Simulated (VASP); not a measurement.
# Y3N4 (Cmmm) in VASP: single point with PBE

Aim: the single point of Y3N4 with PBE.

All numbers are computed with VASP 6.6.1; they aren't measurements. Logs are shortened: lines on timing, memory, paths and dates and some standing lists are left out, and cuts for length are marked.

**1. The cell of the first run**

It takes space group Cmmm (No. 65, orthorhombic). The conventional cell has a = 6.745 Å, b = 9.369 Å, c = 3.373 Å, α = 90.00°, β = 90.00°, γ = 90.00°. Y (site symmetry 2/m) has 6 N at 2.34 to 2.39 Å within 3.1 Å. Within 3.2 Å of Y (site symmetry mmm) lie 6 N at 2.40 to 2.44 Å. Within 3.1 Å of N (site symmetry 2mm) lie 4 Y at 2.34 to 2.40 Å. Within 3.2 Å of N (site symmetry m2m) lie 5 Y at 2.39 to 2.44 Å.

**2. Single point, PBE**

Input file INCAR:

```
SYSTEM = Y3N4
PREC = Accurate ; ENCUT = 520
EDIFF = 1E-6 ; ISMEAR = 0
SIGMA = 0.1 ; LREAL = .FALSE.
LASPH = .TRUE. ; NELM = 100
ALGO = Normal ; ISIF = 2
LWAVE = .FALSE. ; LCHARG = .TRUE.
GGA = PE ; LELF = .TRUE.
LVHAR = .TRUE. ; NBANDS = 36
```

Input file KPOINTS:

```
regular mesh
0
G
  4 4 6
  0 0 0
```

Input file POSCAR:

```
Y3N4
1.0
    3.3722650900     -4.6846441000      0.0000000000
    3.3722650900      4.6846441000      0.0000000000
    0.0000000000      0.0000000000      3.3727206700
Y N
3 4
Direct
    0.5000000000      0.0000000000      0.5000000000
    0.0000000000      0.5000000000      0.5000000000
    0.0000000000      0.0000000000      0.0000000000
    0.2531226300      0.2531226300      0.5000000000
    0.7468773700      0.7468773700      0.5000000000
    0.7399198000      0.2600802000      0.0000000000
    0.2600802000      0.7399198000      0.0000000000
```

Potentials or basis: VASP PAW PBE potentials, release 64 (Y_sv, N).

Launch:

```sh
$ cat potpaw_PBE.64/Y_sv/POTCAR potpaw_PBE.64/N/POTCAR > POTCAR
$ mpirun -np 1 vasp_std > vasp.out
```

OUTCAR:

```text
SYSTEM = Y3N4
   PREC = Accurate
   ENCUT = 520
   EDIFF = 1E-6
   ISMEAR = 0
   LREAL = .FALSE.
   LASPH = .TRUE.
   NELM = 100
   ISIF = 2
   GGA = PE

 ion  position               nearest neighbor table
   1  0.500  0.000  0.500-   4 2.34   5 2.34   6 2.39   7 2.39   6 2.39   7 2.39   3 3.34   3 3.34
                             3 3.34   3 3.34   2 3.37   2 3.37
   2  0.000  0.500  0.500-   4 2.34   5 2.34   6 2.39   7 2.39   6 2.39   7 2.39   3 3.34   3 3.34
                             3 3.34   3 3.34   1 3.37   1 3.37
   3  0.000  0.000  0.000-   4 2.40   5 2.40   4 2.40   5 2.40   6 2.44   7 2.44   1 3.34   2 3.34
                             1 3.34   2 3.34   2 3.34   2 3.34   1 3.34   1 3.34
   4  0.253  0.253  0.500-   1 2.34   2 2.34   3 2.40   3 2.40
   5  0.747  0.747  0.500-   1 2.34   2 2.34   3 2.40   3 2.40
   6  0.740  0.260  0.000-   1 2.39   2 2.39   1 2.39   2 2.39   3 2.44
   7  0.260  0.740  0.000-   1 2.39   2 2.39   1 2.39   2 2.39   3 2.44

  LATTYP: Found a base centered orthorhombic cell.
 ALAT       =     6.7445301800
 B/A-ratio  =     1.3891684002
 C/A-ratio  =     0.5000675481

  Lattice vectors:

 A1 = (   3.3722650900,  -4.6846441000,   0.0000000000)
 A2 = (   3.3722650900,   4.6846441000,   0.0000000000)
 A3 = (   0.0000000000,   0.0000000000,   3.3727206700)

Analysis of symmetry for initial positions (statically):
=====================================================================
 Subroutine PRICEL returns:
 Original cell was already a primitive cell.

 Routine SETGRP: Setting up the symmetry group for a
 base centered orthorhombic supercell.

 Subroutine GETGRP returns: Found  8 space group operations
 (whereof  8 operations were pure point group operations)
 out of a pool of  8 trial point group operations.

The static configuration has the point symmetry D_2h.

Analysis of symmetry for dynamics (positions and initial velocities):
=====================================================================
 Subroutine PRICEL returns:
 Original cell was already a primitive cell.

 Routine SETGRP: Setting up the symmetry group for a
 base centered orthorhombic supercell.

 Subroutine GETGRP returns: Found  8 space group operations
 (whereof  8 operations were pure point group operations)
 out of a pool of  8 trial point group operations.

The dynamic configuration has the point symmetry D_2h.

 Subroutine INISYM returns: Found  8 space group operations
 (whereof  8 operations are pure point group operations),
 and found     1 'primitive' translations

----------------------------------------------------------------------------------------

                                     Primitive cell

  volume of cell :     106.5635

  direct lattice vectors                    reciprocal lattice vectors
     3.372265090 -4.684644100  0.000000000     0.148268296 -0.106731694  0.000000000
     3.372265090  4.684644100  0.000000000     0.148268296  0.106731694  0.000000000
     0.000000000  0.000000000  3.372720670     0.000000000  0.000000000  0.296496537

  length of vectors
     5.772180020  5.772180020  3.372720670     0.182688648  0.182688648  0.296496537

  position of ions in fractional coordinates (direct lattice)
     0.500000000  1.000000000  0.500000000
     1.000000000  0.500000000  0.500000000
     0.000000000  0.000000000  0.000000000
     0.253122630  0.253122630  0.500000000
     0.746877370  0.746877370  0.500000000
     0.739919800  0.260080200  0.000000000
     0.260080200  0.739919800  0.000000000

  ion indices of the primitive-cell ions
   primitive index   ion index
                 1           1
                 2           2
                 3           3
                 4           4
                 5           5
                 6           6
                 7           7

----------------------------------------------------------------------------------------

 KPOINTS: regular mesh

Automatic generation of k-mesh.
 Grid dimensions read from file:
 generate k-points for:    4    4    6

 Generating k-lattice:

  Cartesian coordinates                     Fractional coordinates (reciprocal lattice)
     0.037067074 -0.026682923  0.000000000     0.250000000 -0.000000000  0.000000000
     0.037067074  0.026682923  0.000000000    -0.000000000  0.250000000  0.000000000
     0.000000000  0.000000000  0.049416090     0.000000000  0.000000000  0.166666667

  Length of vectors
     0.045672162  0.045672162  0.049416090

  Shift w.r.t. Gamma in fractional coordinates (k-lattice)
     0.000000000  0.000000000  0.000000000

 Subroutine IBZKPT returns following result:
 ===========================================

 Found     28 irreducible k-points:

 Following reciprocal coordinates:
            Coordinates               Weight
  0.000000  0.000000  0.000000      1.000000
  0.250000 -0.000000  0.000000      4.000000
  0.500000 -0.000000  0.000000      2.000000
  0.250000  0.250000  0.000000      2.000000
  0.500000  0.250000  0.000000      4.000000
 -0.250000  0.250000  0.000000      2.000000
[... 16 lines left out ...]
  0.250000 -0.000000  0.500000      4.000000
  0.500000 -0.000000  0.500000      2.000000
 [... further k-points ...]
   k-points           NKPTS =     28   k-points in BZ     NKDIM =     28   number of bands    NBANDS=     36
   number of dos      NEDOS =    301   number of ions     NIONS =      7
   total plane-waves  NPLWV =  64512
   dimension x,y,z NGX =    48 NGY =   48 NGZ =   28
   dimension x,y,z NGXF=    96 NGYF=   96 NGZF=   56
   ions per type =               3   4
   NGX,Y,Z   is equivalent  to a cutoff of  13.82, 13.82, 13.80 a.u.
   NGXF,Y,Z  is equivalent  to a cutoff of  27.65, 27.65, 27.60 a.u.
 SYSTEM =  Y3N4
   PREC   = accura    normal or accurate (medium, high low for compatibility)
   ISTART =      0    job   : 0-new  1-cont  2-samecut
   ICHARG =      2    charge: 1-file 2-atom 10-const
   ISPIN  =      1    spin polarized calculation?
   LNONCOLLINEAR =      F non collinear calculations
   LSORBIT =      F    spin-orbit coupling
   LASPH  =      T    aspherical Exc in radial PAW
   ENCUT  =  520.0 eV  38.22 Ry    6.18 a.u.  10.73 10.73  6.27*2*pi/ulx,y,z
   NELM   =    100;   NELMIN=  2; NELMDL= -5     # of ELM steps
   EDIFF  = 0.1E-05   stopping-criterion for ELM
   LREAL  =      F    real-space projection
[... 7 lines left out ...]
   TEBEG  =    0.0;   TEEND  =   0.0 temperature during run
   PSTRESS=    0.0 pullay stress
   NELECT =      53.0000    total number of electrons
   NUPDOWN=      -1.0000    fix difference up-down
   EMIN   =  10.00;   EMAX   =-10.00  energy-range for DOS
   EFERMI =   0.00;   METHOD = LEGACY
   ISMEAR =     0;   SIGMA  =   0.10  broadening in eV -4-tet -1-fermi 0-gaus
   EFERMI_NEDOS =   21; number of points for ismear=-14 and -15
   IALGO  =     38    algorithm
   IMIX   =      4    mixing-type and parameters
     AMIX     =   0.40;   BMIX     =  1.00
     AMIX_MAG =   1.60;   BMIX_MAG =  1.00
  volume/ion in A,a.u.               =      15.22       102.73
  Fermi-wavevector in a.u.,A,eV,Ry     =   1.297071  2.451110 22.890364  1.682394
  Thomas-Fermi vector in A             =   2.428487
   LORBIT       =      0    0 simple, 1 ext, 2 COOP (PROOUT), +10 PAW based schemes
   GGA     = PE    functional components
   LHFCALC =     F    Hartree Fock is set to
   AEXX    =    0.0000 exact exchange contribution
   IVDW    =     0    specifies the selected vdW correction
   LEPSILON=     F    determine dielectric tensor
   LRPA    =     F    only Hartree local field effects (RPA)
 non-spin polarized calculation
 Gauss-broadening in eV      SIGMA  =   0.10
  energy-cutoff  :      520.00
  volume of cell :      106.56
 maximum number of plane-waves:      2889
 NGX is ok and might be reduce to    48
   NGX = 21   NGY = 21   NGZ = 13

 number of electron      53.0000000 magnetization

 Free energy of the ion-electron system (eV)
  ---------------------------------------------------
  ext. energy  EPLUGINS =         0.00000000
  ---------------------------------------------------
  free energy    TOTEN  =       -56.15645262 eV

  energy without entropy =      -56.13060048  energy(sigma->0) =      -56.14352655

 E-fermi :   2.3339     XC(G=0): -10.5776

 val. band max:        2.3252079410   @ k =   0.2500   0.2500   0.0000
 cond. band min:       2.3375078793   @ k =   0.5000   0.5000   0.3333
 fundamental gap:      0.0122999384
 Fermi energy:         2.3338721286

 k-point     1 :       0.0000    0.0000    0.0000
  band No.  band energies     occupation
      1     -37.9947      2.00000
      2     -37.5849      2.00000
      3     -37.5463      2.00000
      4     -18.8191      2.00000
      5     -18.5872      2.00000
      6     -17.9568      2.00000
[... 28 lines left out ...]
     35       9.2246      0.00000
     36       9.3525      0.00000

 k-point     2 :       0.2500   -0.0000    0.0000
  band No.  band energies     occupation
      1     -37.9902      2.00000
      2     -37.5820      2.00000
      3     -37.5542      2.00000
      4     -18.7211      2.00000
      5     -18.5129      2.00000
      6     -17.9143      2.00000
[... 28 lines left out ...]
     35       9.3533      0.00000
     36       9.4834      0.00000

 k-point     3 :       0.5000   -0.0000    0.0000
  band No.  band energies     occupation
      1     -37.9856      2.00000
      2     -37.5753      2.00000
      3     -37.5661      2.00000
      4     -18.6423      2.00000
      5     -18.3060      2.00000
      6     -17.9761      2.00000
[... 28 lines left out ...]
     35       9.0109      0.00000
     36       9.5950      0.00000

 k-point     4 :       0.2500    0.2500    0.0000
  band No.  band energies     occupation
      1     -37.9856      2.00000
      2     -37.5745      2.00000
      3     -37.5669      2.00000
      4     -18.5492      2.00000
      5     -18.4851      2.00000
      6     -17.8840      2.00000
[... 28 lines left out ...]
     35       9.3344      0.00000
     36       9.6815      0.00000

 k-point     5 :       0.5000    0.2500    0.0000
  band No.  band energies     occupation
      1     -37.9815      2.00000
      2     -37.5923      2.00000
      3     -37.5535      2.00000
      4     -18.5281      2.00000
      5     -18.2888      2.00000
      6     -18.1023      2.00000
[... 655 lines left out ...]
 k-point    22 :       0.0000    0.0000    0.5000
  band No.  band energies     occupation
      1     -37.9219      2.00000
      2     -37.5478      2.00000
      3     -37.4942      2.00000
      4     -18.5925      2.00000
      5     -18.3120      2.00000
      6     -18.1845      2.00000
[... 28 lines left out ...]
     35       9.3207      0.00000
     36       9.6925      0.00000

 k-point    23 :       0.2500   -0.0000    0.5000
  band No.  band energies     occupation
      1     -37.9219      2.00000
      2     -37.5400      2.00000
      3     -37.5021      2.00000
      4     -18.6778      2.00000
      5     -18.4424      2.00000
      6     -18.1704      2.00000
[... 28 lines left out ...]
     35       9.5889      0.00000
     36       9.8225      0.00000

 k-point    24 :       0.5000   -0.0000    0.5000
  band No.  band energies     occupation
      1     -37.9219      2.00000
      2     -37.5211      2.00000
      3     -37.5210      2.00000
      4     -18.7458      2.00000
      5     -18.5259      2.00000
      6     -18.1677      2.00000
[... 28 lines left out ...]
     35      10.1226      0.00000
     36      10.3667      0.00000

 [... further k-points ...]

------------------------ aborting loop because EDIFF is reached ----------------------------------------

  FORCE on cell =-STRESS in cart. coord.  units (eV):
  Direction    XX          YY          ZZ          XY          YZ          ZX
  --------------------------------------------------------------------------------------
  -------------------------------------------------------------------------------------
  Total        1.6853713      3.9044986      6.7900029      0.0000000      0.0000000      0.0000000
  in kB       25.3394681     58.7039293    102.0873348      0.0000000      0.0000000      0.0000000
  external PRESSURE =      62.0435774 kB  Pullay stress =       0.0000000 kB

 VOLUME and BASIS-vectors are now :
 -----------------------------------------------------------------------------
  energy-cutoff  :      520.00
  volume of cell :      106.56
      direct lattice vectors                 reciprocal lattice vectors
     3.372265090 -4.684644100  0.000000000     0.148268296 -0.106731694  0.000000000
     3.372265090  4.684644100  0.000000000     0.148268296  0.106731694  0.000000000
     0.000000000  0.000000000  3.372720670     0.000000000  0.000000000  0.296496537

 POSITION                                       TOTAL-FORCE (eV/Angst)
 -----------------------------------------------------------------------------------
      1.68613     -2.34232      1.68636         0.000000     -0.000000      0.000000
      1.68613      2.34232      1.68636         0.000000      0.000000      0.000000
      0.00000      0.00000      0.00000         0.000000      0.000000      0.000000
      1.70719      0.00000      1.68636        -2.054540      0.000000      0.000000
      5.03734      0.00000      1.68636         2.054540      0.000000      0.000000
      3.37227     -2.24788      0.00000         0.000000     -1.929226      0.000000
      3.37227      2.24788      0.00000         0.000000      1.929226      0.000000
 -----------------------------------------------------------------------------------
    total drift:                                0.000000     -0.000000      0.000000

  FREE ENERGIE OF THE ION-ELECTRON SYSTEM (eV)
  ---------------------------------------------------
  free  energy   TOTEN  =       -56.1564526208 eV

  energy  without entropy=      -56.1306004759  energy(sigma->0) =      -56.14352655
```

Wall time 89 s (1 thread of AMD EPYC 9R45 (Zen 5), shared host); peak memory 0.27 GiB.

What came out:

| Quantity | Value |
| --- | --- |
| Free energy | -56.1565 eV |
| Pressure | 6.2 GPa |
| Largest force | 2.055 eV/Å |

Forces on the atoms (eV/Å):
```
Y    0.000  0.000  0.000
Y    0.000  0.000  0.000
Y    0.000  0.000  0.000
N   -2.055  0.000  0.000
N    2.055  0.000  0.000
N    0.000 -1.929  0.000
N    0.000  1.929  0.000
```

Stress tensor (GPa, compression positive):
```
 2.53  0.00  0.00
 0.00  5.87  0.00
 0.00  0.00 10.21
```

Levels at points of the mesh, in eV from the Fermi level:
| k point | band 23 | band 24 | band 25 | band 26 | band 27 | band 28 | band 29 | band 30 |
| --- | --- | --- | --- | --- | --- | --- | --- | --- |
| (0.00, 0.00, 0.00) | -0.75 | 0.09 | 0.11 | 0.58 | 0.59 | 0.59 | 1.64 | 4.44 |
| (0.50, 0.00, 0.00) | -1.05 | -0.95 | -0.91 | -0.85 | 0.28 | 0.47 | 3.49 | 4.01 |
| (0.50, 0.50, 0.00) | -0.80 | -0.50 | 0.03 | 0.03 | 0.13 | 0.24 | 2.06 | 3.93 |
| (0.00, 0.00, 0.50) | -1.00 | -0.98 | -0.81 | -0.62 | -0.52 | -0.12 | 4.48 | 5.01 |
| (0.50, 0.00, 0.50) | -1.00 | -0.98 | -0.95 | -0.92 | -0.12 | 0.38 | 3.28 | 3.48 |
| (0.50, 0.50, 0.50) | -0.83 | -0.66 | 0.09 | 0.17 | 0.20 | 0.22 | 1.82 | 1.90 |

Caveat: forces of over 1 eV/Å act on the atoms, so gaps and moduli don't describe the material at rest.
